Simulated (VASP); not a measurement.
# Be (P6_3/mmc) in VASP: further runs, part 2 of 3

VASP 6.6.1.

## 3. Electric field gradients, PBE (8.08 Å³/atom)

This run uses another cell than the first one, of 8.08 Å³/atom.

The input, INCAR:

```
SYSTEM = Be
PREC     = Accurate       ! precision mode
ENCUT    = 520            ! plane-wave cutoff, eV
EDIFF    = 1E-8           ! SCF threshold, eV
ISMEAR   = -1             ! smearing method
SIGMA    = 0.05           ! smearing width, eV
LREAL    = .False.        ! projectors in reciprocal space
LASPH    = .True.         ! aspherical terms in the spheres
NELM     = 60             ! most SCF steps
ALGO     = Normal         ! electronic algorithm
ISIF     = 2              ! what is computed and relaxed
LWAVE    = .False.        ! write WAVECAR
LCHARG   = .False.        ! write CHGCAR
GGA      = PE             ! functional
LEFG     = .True.       
NBANDS   = 9              ! bands
```

The input, KPOINTS:

```
regular mesh
0
Gamma
  20 20 11
  0 0 0
```

The input, POSCAR:

```
Be
1.0
    2.2840686207      0.0000000000      0.0000000000
   -1.1420343104      1.9780614495      0.0000000000
    0.0000000000      0.0000000000      3.5767321577
Be
2
Direct
    0.3333333333      0.6666666667      0.2500000000
    0.6666666667      0.3333333333      0.7500000000
```

Potentials or basis: VASP PAW PBE potentials, release 64 (Be).

On the command line:

```bash
$ cat potpaw_PBE.64/Be/POTCAR > POTCAR
$ mpirun -np 1 vasp_std > vasp.out
```

OUTCAR:

```text
SYSTEM = Be
   PREC = Accurate
   ENCUT = 520
   EDIFF = 1E-8
   ISMEAR = -1
   LREAL = .False.
   LASPH = .True.
   NELM = 60
   ISIF = 2
   GGA = PE

 ion  position               nearest neighbor table
   1  0.333  0.667  0.250-   2 2.22   2 2.22   2 2.22   2 2.22   2 2.22   2 2.22
   2  0.667  0.333  0.750-   1 2.22   1 2.22   1 2.22   1 2.22   1 2.22   1 2.22

  LATTYP: Found a hexagonal cell.
 ALAT       =     2.2840686207
 C/A-ratio  =     1.5659477676

  Lattice vectors:

 A1 = (   2.2840686207,   0.0000000000,   0.0000000000)
 A2 = (  -1.1420343104,   1.9780614495,   0.0000000000)
 A3 = (   0.0000000000,   0.0000000000,   3.5767321577)

Analysis of symmetry for initial positions (statically):
=====================================================================
 Subroutine PRICEL returns:
 Original cell was already a primitive cell.

 Routine SETGRP: Setting up the symmetry group for a
 hexagonal supercell.

 Subroutine GETGRP returns: Found 24 space group operations
 (whereof 12 operations were pure point group operations)
 out of a pool of 24 trial point group operations.

The static configuration has the point symmetry D_3d.
 The point group associated with its full space group is D_6h.

Analysis of symmetry for dynamics (positions and initial velocities):
=====================================================================
 Subroutine PRICEL returns:
 Original cell was already a primitive cell.

 Routine SETGRP: Setting up the symmetry group for a
 hexagonal supercell.

 Subroutine GETGRP returns: Found 24 space group operations
 (whereof 12 operations were pure point group operations)
 out of a pool of 24 trial point group operations.

The dynamic configuration has the point symmetry D_3d.
 The point group associated with its full space group is D_6h.

 Subroutine INISYM returns: Found 24 space group operations
 (whereof 12 operations are pure point group operations),
 and found     1 'primitive' translations

----------------------------------------------------------------------------------------

                                     Primitive cell

  volume of cell :      16.1598

  direct lattice vectors                    reciprocal lattice vectors
     2.284068621  0.000000000  0.000000000     0.437815218  0.252772734  0.000000000
    -1.142034310  1.978061449  0.000000000     0.000000000  0.505545467  0.000000000
     0.000000000  0.000000000  3.576732158     0.000000000  0.000000000  0.279584815

  length of vectors
     2.284068621  2.284068621  3.576732158     0.505545467  0.505545467  0.279584815

  position of ions in fractional coordinates (direct lattice)
     0.333333333  0.666666667  0.250000000
     0.666666667  0.333333333  0.750000000

  ion indices of the primitive-cell ions
   primitive index   ion index
                 1           1
                 2           2

----------------------------------------------------------------------------------------

 KPOINTS: regular mesh

[... 81 lines left out ...]
   EFERMI =   0.00;   METHOD = LEGACY
   ISMEAR =    -1;   SIGMA  =   0.05  broadening in eV -4-tet -1-fermi 0-gaus
   EFERMI_NEDOS =   21; number of points for ismear=-14 and -15
   IALGO  =     38    algorithm
   IMIX   =      4    mixing-type and parameters
     AMIX     =   0.40;   BMIX     =  1.00
     AMIX_MAG =   1.60;   BMIX_MAG =  1.00
  volume/ion in A,a.u.               =       8.08        54.53
  Fermi-wavevector in a.u.,A,eV,Ry     =   1.027897  1.942444 14.375546  1.056573
  Thomas-Fermi vector in A             =   2.161866
   LORBIT       =      0    0 simple, 1 ext, 2 COOP (PROOUT), +10 PAW based schemes
   GGA     = PE    functional components
   LHFCALC =     F    Hartree Fock is set to
   AEXX    =    0.0000 exact exchange contribution
   IVDW    =     0    specifies the selected vdW correction
   LEPSILON=     F    determine dielectric tensor
   LRPA    =     F    only Hartree local field effects (RPA)
 non-spin polarized calculation
  energy-cutoff  :      520.00
  volume of cell :       16.16
 maximum number of plane-waves:       451
 NGX is ok and might be reduce to    18
   NGX =  9   NGY =  9   NGZ = 13

 number of electron       4.0000000 magnetization

 Free energy of the ion-electron system (eV)
  ---------------------------------------------------
  ext. energy  EPLUGINS =         0.00000000
  ---------------------------------------------------
  free energy    TOTEN  =        -7.53218269 eV

  energy without entropy =       -7.53129418  energy(sigma->0) =       -7.53173844

 E-fermi :   6.7675     XC(G=0): -10.5341

 val. band max:        6.7570755322   @ k =   0.3000   0.2000   0.0000
 cond. band min:       6.7995027644   @ k =   0.3000   0.3000   0.2727
 fundamental gap:      0.0424272322
 Fermi energy:         6.7674650125

 k-point     1 :       0.0000    0.0000    0.0000
  band No.  band energies     occupation
      1      -4.3834      2.00000
      2       2.5351      2.00000
      3       7.9820      0.00000
      4      22.4629      0.00000
      5      22.4629      0.00000
      6      25.2966      0.00000
      7      25.2966      0.00000
      8      27.5204      0.00000
      9      33.5216      0.00000
[... 265 lines left out ...]
 k-point    24 :       0.2500    0.1000    0.0000
  band No.  band energies     occupation
      1      -1.6063      2.00000
      2       6.1029      2.00000
      3       8.0137      0.00000
      4      13.0224      0.00000
      5      15.9892      0.00000
      6      20.3782      0.00000
      7      21.9307      0.00000
      8      23.8982      0.00000
      9      27.5792      0.00000

 [... further k-points ...]

------------------------ aborting loop because EDIFF is reached ----------------------------------------

  FORCE on cell =-STRESS in cart. coord.  units (eV):
  Direction    XX          YY          ZZ          XY          YZ          ZX
  --------------------------------------------------------------------------------------
  -------------------------------------------------------------------------------------
  Total       -0.2440989     -0.2440989     -0.2150215      0.0000000      0.0000000      0.0000000
  in kB      -24.2014291    -24.2014291    -21.3185252      0.0000000      0.0000000      0.0000000
  external PRESSURE =     -23.2404611 kB  Pullay stress =       0.0000000 kB

 VOLUME and BASIS-vectors are now :
 -----------------------------------------------------------------------------
  energy-cutoff  :      520.00
  volume of cell :       16.16
      direct lattice vectors                 reciprocal lattice vectors
     2.284068621  0.000000000  0.000000000     0.437815218  0.252772734  0.000000000
    -1.142034310  1.978061449  0.000000000     0.000000000  0.505545467  0.000000000
     0.000000000  0.000000000  3.576732158     0.000000000  0.000000000  0.279584815

 POSITION                                       TOTAL-FORCE (eV/Angst)
 -----------------------------------------------------------------------------------
     -0.00000      1.31871      0.89418        -0.000000      0.000000      0.000000
      1.14203      0.65935      2.68255         0.000000     -0.000000      0.000000
 -----------------------------------------------------------------------------------
    total drift:                                0.000000     -0.000000      0.000000

  FREE ENERGIE OF THE ION-ELECTRON SYSTEM (eV)
  ---------------------------------------------------
  free  energy   TOTEN  =        -7.5321826866 eV

  energy  without entropy=       -7.5312941844  energy(sigma->0) =       -7.53173844

 Electric field gradients (V/A^2)
---------------------------------------------------------------------
 ion       V_xx      V_yy      V_zz      V_xy      V_xz      V_yz
---------------------------------------------------------------------
   1       0.298     0.298    -0.596    -0.000    -0.000     0.000
   2       0.298     0.298    -0.596    -0.000     0.000    -0.000
---------------------------------------------------------------------

 Electric field gradients after diagonalization (V/A^2)
 (convention: |V_zz| > |V_xx| > |V_yy|)
----------------------------------------------------------------------
 ion       V_xx      V_yy      V_zz     asymmetry (V_yy - V_xx)/ V_zz
----------------------------------------------------------------------
   1       0.298     0.298    -0.596       0.000
   2       0.298     0.298    -0.596       0.000
----------------------------------------------------------------------

           NMR quadrupolar parameters

 Cq : quadrupolar parameter    Cq=e*Q*V_zz/h
 eta: asymmetry parameters     (V_yy - V_xx)/ V_zz
 Q  : nuclear electric quadrupole moment in mb (millibarn)
----------------------------------------------------------------------
 ion       Cq(MHz)       eta       Q (mb)
----------------------------------------------------------------------
   1      -0.001       0.000       1.000
   2      -0.001       0.000       1.000
----------------------------------------------------------------------
```

It took 13 s on 1 thread of Intel Xeon 6975P-C (Granite Rapids), shared host; peak memory 0.14 GiB.

Results:

| Item | Value |
| --- | --- |
| Free energy | -7.5322 eV |
| Pressure | -2.3 GPa |
| Band gap on the k mesh | zero (bands 2 and 3 overlap by 1.41 eV) |
| Largest electric field gradient by atom | Be -0.6 V/Å² |

Levels at points of the mesh, in eV from the Fermi level:
```tsv
k point	band 1	band 2	band 3	band 4	band 5	band 6	band 7
(0.00, 0.00, 0.00)	-11.15	-4.23	1.21	15.70	15.70	18.53	18.53
(0.50, 0.00, 0.00)	-4.87	-3.06	3.67	6.52	6.76	9.25	10.05
```

Electric field gradients, principal values (V/Å²):
| atom | least | middle | greatest (by size) |
| --- | --- | --- | --- |
| 1 Be | 0.298 | 0.298 | -0.596 |
| 2 Be | 0.298 | 0.298 | -0.596 |

Caveat: without QUAD_EFG the Cq values of the log hold for a quadrupole moment of 1 mb, not for the nuclei.

(Continued in part 3 of 3.)
